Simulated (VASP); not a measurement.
# NaCdCl3 (Cmmm) in VASP: single point with r2SCAN

Aim: the single point of NaCdCl3 with r2SCAN.

Everything below comes from runs of VASP 6.6.1. Logs are shortened: lines on timing, memory, paths and dates and some standing lists are left out, and cuts for length are marked.

**1. The cell of the first run**

The structure is orthorhombic, space group Cmmm (No. 65). Conventional cell: a = 7.162 Å, b = 7.454 Å, c = 5.167 Å, α = 90.00°, β = 90.00°, γ = 90.00°. Na (site symmetry mmm) has 12 Cl at 3.58 to 3.73 Å and 8 Cd at 4.42 to 4.53 Å within 4.7 Å. Cd (site symmetry mmm) has 6 Cl at 2.58 Å within 3.4 Å. Cl (site symmetry mmm) has 2 Cd at 2.58 Å within 3.4 Å. Within 3.4 Å of Cl (site symmetry 2/m) lie 2 Cd at 2.58 Å.

**2. Single point, r2SCAN (shear xy strain +4.0%)**

File POSCAR:

```
NaCdCl3
1.0
    5.1673050428      0.1033461009      0.0000000000
    0.1033461009      5.1673050428      0.0000000000
    0.0000000000      0.0000000000      5.1673050428
Na Cd Cl
1 1 3
Direct
    0.0000000000      0.0000000000      0.0000000000
    0.5000000000      0.5000000000      0.5000000000
    0.5000000000      0.5000000000      0.0000000000
    0.5000000000      0.0000000000      0.5000000000
    0.0000000000      0.5000000000      0.5000000000
```

File INCAR.step1:

```
ALGO = Normal ; EDIFF = 1E-4
ENCUT = 520 ; GGA = PE
ISMEAR = 0 ; LASPH = True
LCHARG = False ; LREAL = False
LWAVE = True ; NBANDS = 28
NELM = 60 ; PREC = Accurate
SIGMA = 0.01
```

File INCAR.step2:

```
ALGO = Normal ; EDIFF = 1E-6
ENCUT = 520 ; ISIF = 2
ISMEAR = 0 ; ISTART = 1
LASPH = True ; LCHARG = False
LMIXTAU = True ; LREAL = False
LWAVE = False ; METAGGA = R2SCAN
NBANDS = 28 ; NELM = 60
PREC = Accurate ; SIGMA = 0.01
```

File KPOINTS:

```
k-points
0
Gamma
  6 6 6
```

Potentials or basis: VASP PAW PBE potentials, release 64 (Na_pv, Cd, Cl).

Started as:

```bash
> cat potpaw_PBE.64/Na_pv/POTCAR potpaw_PBE.64/Cd/POTCAR potpaw_PBE.64/Cl/POTCAR > POTCAR
> cp INCAR.step1 INCAR
> mpirun -np 1 vasp_std > vasp.out
> cp INCAR.step2 INCAR
> mpirun -np 1 vasp_std > vasp.out
```

OUTCAR:

```text
EDIFF = 1E-6
   ENCUT = 520
   ISIF = 2
   ISMEAR = 0
   ISTART = 1
   LASPH = True
   LREAL = False
   METAGGA = R2SCAN
   NELM = 60
   PREC = Accurate

 ion  position               nearest neighbor table
   1  0.000  0.000  0.000-
   2  0.500  0.500  0.500-   3 2.58   3 2.58   5 2.58   4 2.58   4 2.58   5 2.58
   3  0.500  0.500  0.000-   2 2.58   2 2.58
   4  0.500  0.000  0.500-   2 2.58   2 2.58
   5  0.000  0.500  0.500-   2 2.58   2 2.58

  LATTYP: Found a base centered orthorhombic cell.
 ALAT       =     7.1615194149
 B/A-ratio  =     1.0408163265
 C/A-ratio  =     0.7215375318

  Lattice vectors:

 A1 = (  -0.1033461009,  -5.1673050428,   0.0000000000)
 A2 = (   5.1673050428,   0.1033461009,   0.0000000000)
 A3 = (   0.0000000000,   0.0000000000,   5.1673050428)

Analysis of symmetry for initial positions (statically):
=====================================================================
 Subroutine PRICEL returns:
 Original cell was already a primitive cell.

 Routine SETGRP: Setting up the symmetry group for a
 base centered orthorhombic supercell.

 Subroutine GETGRP returns: Found  8 space group operations
 (whereof  8 operations were pure point group operations)
 out of a pool of  8 trial point group operations.

The static configuration has the point symmetry D_2h.

Analysis of symmetry for dynamics (positions and initial velocities):
=====================================================================
 Subroutine PRICEL returns:
 Original cell was already a primitive cell.

 Routine SETGRP: Setting up the symmetry group for a
 base centered orthorhombic supercell.

 Subroutine GETGRP returns: Found  8 space group operations
 (whereof  8 operations were pure point group operations)
 out of a pool of  8 trial point group operations.

The dynamic configuration has the point symmetry D_2h.

 Subroutine INISYM returns: Found  8 space group operations
 (whereof  8 operations are pure point group operations),
 and found     1 'primitive' translations

----------------------------------------------------------------------------------------

                                     Primitive cell

  volume of cell :     137.9172

  direct lattice vectors                    reciprocal lattice vectors
     5.167305043  0.103346101  0.000000000     0.193601917 -0.003872038  0.000000000
     0.103346101  5.167305043  0.000000000    -0.003872038  0.193601917  0.000000000
     0.000000000  0.000000000  5.167305043     0.000000000  0.000000000  0.193524476

  length of vectors
     5.168338400  5.168338400  5.167305043     0.193640633  0.193640633  0.193524476

  position of ions in fractional coordinates (direct lattice)
     0.000000000  0.000000000  0.000000000
     0.500000000  0.500000000  0.500000000
     0.500000000  0.500000000  0.000000000
     0.500000000  0.000000000  0.500000000
     0.000000000  0.500000000  0.500000000

  ion indices of the primitive-cell ions
   primitive index   ion index
                 1           1
                 2           2
                 3           3
                 4           4
                 5           5

----------------------------------------------------------------------------------------

 KPOINTS: k-points

Automatic generation of k-mesh.
 Grid dimensions read from file:
 generate k-points for:    6    6    6

 Generating k-lattice:

  Cartesian coordinates                     Fractional coordinates (reciprocal lattice)
     0.032266986 -0.000645340  0.000000000     0.166666667 -0.000000000  0.000000000
    -0.000645340  0.032266986  0.000000000    -0.000000000  0.166666667  0.000000000
     0.000000000  0.000000000  0.032254079     0.000000000  0.000000000  0.166666667

  Length of vectors
     0.032273439  0.032273439  0.032254079

  Shift w.r.t. Gamma in fractional coordinates (k-lattice)
     0.000000000  0.000000000  0.000000000

 Subroutine IBZKPT returns following result:
 ===========================================

 Found     52 irreducible k-points:

 Following reciprocal coordinates:
            Coordinates               Weight
  0.000000  0.000000  0.000000      1.000000
  0.166667 -0.000000  0.000000      4.000000
  0.333333 -0.000000  0.000000      4.000000
  0.500000  0.000000  0.000000      2.000000
  0.166667  0.166667  0.000000      2.000000
  0.333333  0.166667  0.000000      4.000000
[... 16 lines left out ...]
  0.333333  0.333333  0.166667      4.000000
  0.500000  0.333333  0.166667      8.000000
 [... further k-points ...]
   k-points           NKPTS =     52   k-points in BZ     NKDIM =     52   number of bands    NBANDS=     28
   number of dos      NEDOS =    301   number of ions     NIONS =      5
   total plane-waves  NPLWV =  64000
   dimension x,y,z NGX =    40 NGY =   40 NGZ =   40
   dimension x,y,z NGXF=    80 NGYF=   80 NGZF=   80
   ions per type =               1   1   3
   NGX,Y,Z   is equivalent  to a cutoff of  12.87, 12.87, 12.87 a.u.
   NGXF,Y,Z  is equivalent  to a cutoff of  25.73, 25.73, 25.74 a.u.
 SYSTEM =  unknown system
   PREC   = accura    normal or accurate (medium, high low for compatibility)
   ISTART =      1    job   : 0-new  1-cont  2-samecut
   ICHARG =      0    charge: 1-file 2-atom 10-const
   ISPIN  =      1    spin polarized calculation?
   LNONCOLLINEAR =      F non collinear calculations
   LSORBIT =      F    spin-orbit coupling
   LASPH  =      T    aspherical Exc in radial PAW
   ENCUT  =  520.0 eV  38.22 Ry    6.18 a.u.   9.61  9.61  9.61*2*pi/ulx,y,z
   NELM   =     60;   NELMIN=  2; NELMDL=  0     # of ELM steps
   EDIFF  = 0.1E-05   stopping-criterion for ELM
   LREAL  =      F    real-space projection
   EDIFFG = 0.1E-04   stopping-criterion for IOM
   NSW    =      0    number of steps for IOM
   IBRION =     -1    ionic relax: 0-MD 1-quasi-New 2-CG
   NFREE  =      0    steps in history (QN), initial steepest desc. (CG)
   ISIF   =      2    stress and relaxation
   ISYM   =      2    0-nonsym 1-usesym 2-fastsym
   POTIM  = 0.5000    time-step for ionic-motion
   TEBEG  =    0.0;   TEEND  =   0.0 temperature during run
   PSTRESS=    0.0 pullay stress
   NELECT =      40.0000    total number of electrons
   NUPDOWN=      -1.0000    fix difference up-down
   EMIN   =  10.00;   EMAX   =-10.00  energy-range for DOS
   EFERMI =   0.00;   METHOD = LEGACY
   ISMEAR =     0;   SIGMA  =   0.01  broadening in eV -4-tet -1-fermi 0-gaus
   EFERMI_NEDOS =   21; number of points for ismear=-14 and -15
   IALGO  =     38    algorithm
   IMIX   =      4    mixing-type and parameters
     AMIX     =   0.40;   BMIX     =  1.00
     AMIX_MAG =   1.60;   BMIX_MAG =  1.00
  volume/ion in A,a.u.               =      27.58       186.14
  Fermi-wavevector in a.u.,A,eV,Ry     =   1.083649  2.047800 15.977256  1.174295
  Thomas-Fermi vector in A             =   2.219720
   LORBIT       =      0    0 simple, 1 ext, 2 COOP (PROOUT), +10 PAW based schemes
   METAGGA = R2SCAN    functional components
   LHFCALC =     F    Hartree Fock is set to
   AEXX    =    0.0000 exact exchange contribution
   IVDW    =     0    specifies the selected vdW correction
   LEPSILON=     F    determine dielectric tensor
   LRPA    =     F    only Hartree local field effects (RPA)
 non-spin polarized calculation
 Gauss-broadening in eV      SIGMA  =   0.01
  energy-cutoff  :      520.00
  volume of cell :      137.92
 maximum number of plane-waves:      3742
 NGX is ok and might be reduce to    40
   NGX = 19   NGY = 19   NGZ = 19

 number of electron      40.0000020 magnetization

 Free energy of the ion-electron system (eV)
  ---------------------------------------------------
  ext. energy  EPLUGINS =         0.00000000
  ---------------------------------------------------
  free energy    TOTEN  =       -49.13833660 eV

  energy without entropy =      -49.13833660  energy(sigma->0) =      -49.13833660

 E-fermi :  -0.8181     XC(G=0):  -8.2947

 val. band max:       -0.8719160458   @ k =   0.5000   0.5000   0.5000
 cond. band min:       1.6806744196   @ k =   0.0000   0.0000   0.0000
 fundamental gap:      2.5525904653
 Fermi energy:        -0.8180814491

 k-point     1 :       0.0000    0.0000    0.0000
  band No.  band energies     occupation
      1     -24.6828      2.00000
      2     -24.6821      2.00000
      3     -24.6807      2.00000
      4     -15.2405      2.00000
      5     -14.6522      2.00000
      6     -14.6421      2.00000
[... 20 lines left out ...]
     27       8.7559      0.00000
     28       9.9557      0.00000

 k-point     2 :       0.1667   -0.0000    0.0000
  band No.  band energies     occupation
      1     -24.6828      2.00000
      2     -24.6820      2.00000
      3     -24.6808      2.00000
      4     -15.1986      2.00000
      5     -14.6577      2.00000
      6     -14.6467      2.00000
[... 20 lines left out ...]
     27       8.8522      0.00000
     28      10.0086      0.00000

 k-point     3 :       0.3333   -0.0000    0.0000
  band No.  band energies     occupation
      1     -24.6829      2.00000
      2     -24.6820      2.00000
      3     -24.6808      2.00000
      4     -15.1041      2.00000
      5     -14.6880      2.00000
      6     -14.6457      2.00000
[... 20 lines left out ...]
     27       9.2162      0.00000
     28       9.6494      0.00000

 k-point     4 :       0.5000    0.0000    0.0000
  band No.  band energies     occupation
      1     -24.6830      2.00000
      2     -24.6820      2.00000
      3     -24.6809      2.00000
      4     -15.0478      2.00000
      5     -14.7119      2.00000
      6     -14.6446      2.00000
[... 578 lines left out ...]
     27       9.0489      0.00000
     28       9.6690      0.00000

 k-point    23 :       0.3333    0.3333    0.1667
  band No.  band energies     occupation
      1     -24.6830      2.00000
      2     -24.6821      2.00000
      3     -24.6809      2.00000
      4     -14.9432      2.00000
      5     -14.6896      2.00000
      6     -14.6605      2.00000
[... 20 lines left out ...]
     27       8.4834      0.00000
     28       9.1593      0.00000

 k-point    24 :       0.5000    0.3333    0.1667
  band No.  band energies     occupation
      1     -24.6830      2.00000
      2     -24.6821      2.00000
      3     -24.6810      2.00000
      4     -14.8771      2.00000
      5     -14.7166      2.00000
      6     -14.6628      2.00000
[... 20 lines left out ...]
     27       8.3913      0.00000
     28       9.0059      0.00000

 [... further k-points ...]
[... 5 lines left out ...]
  --------------------------------------------------------------------------------------
  -------------------------------------------------------------------------------------
  Total        0.1380438      0.1380438      0.1353962     -0.3042446      0.0000000      0.0000000
  in kB        1.6036471      1.6036471      1.5728911     -3.5343931      0.0000000      0.0000000
  external PRESSURE =       1.5933951 kB  Pullay stress =       0.0000000 kB

 VOLUME and BASIS-vectors are now :
 -----------------------------------------------------------------------------
  energy-cutoff  :      520.00
  volume of cell :      137.92
      direct lattice vectors                 reciprocal lattice vectors
     5.167305043  0.103346101  0.000000000     0.193601917 -0.003872038  0.000000000
     0.103346101  5.167305043  0.000000000    -0.003872038  0.193601917  0.000000000
     0.000000000  0.000000000  5.167305043     0.000000000  0.000000000  0.193524476

 POSITION                                       TOTAL-FORCE (eV/Angst)
 -----------------------------------------------------------------------------------
      0.00000      0.00000      0.00000        -0.000000      0.000000      0.000000
      2.63533      2.63533      2.58365         0.000000      0.000000      0.000000
      2.63533      2.63533      0.00000        -0.000000      0.000000      0.000000
      2.58365      0.05167      2.58365        -0.000000      0.000000      0.000000
      0.05167      2.58365      2.58365        -0.000000      0.000000      0.000000
 -----------------------------------------------------------------------------------
    total drift:                               -0.000000      0.000000     -0.000000

  FREE ENERGIE OF THE ION-ELECTRON SYSTEM (eV)
  ---------------------------------------------------
  free  energy   TOTEN  =       -49.1383365964 eV

  energy  without entropy=      -49.1383365964  energy(sigma->0) =      -49.13833660
```

Run time: 7.8 min. Hardware: 1 thread of Intel Xeon Platinum 8259CL at 2.50GHz (Skylake/Cascade Lake), shared host; peak memory 0.38 GiB.

Results:

* Free energy: -49.1383 eV
* Pressure: 0.2 GPa
* Band gap on the k mesh: 2.55 eV (least direct gap 3.30 eV)

Caveat: the cell differs from its parent crystal (shear xy strain +4.0%); the PAW data sets were made with another functional, which shifts forces and pressure a little. A k mesh can miss the band edges.
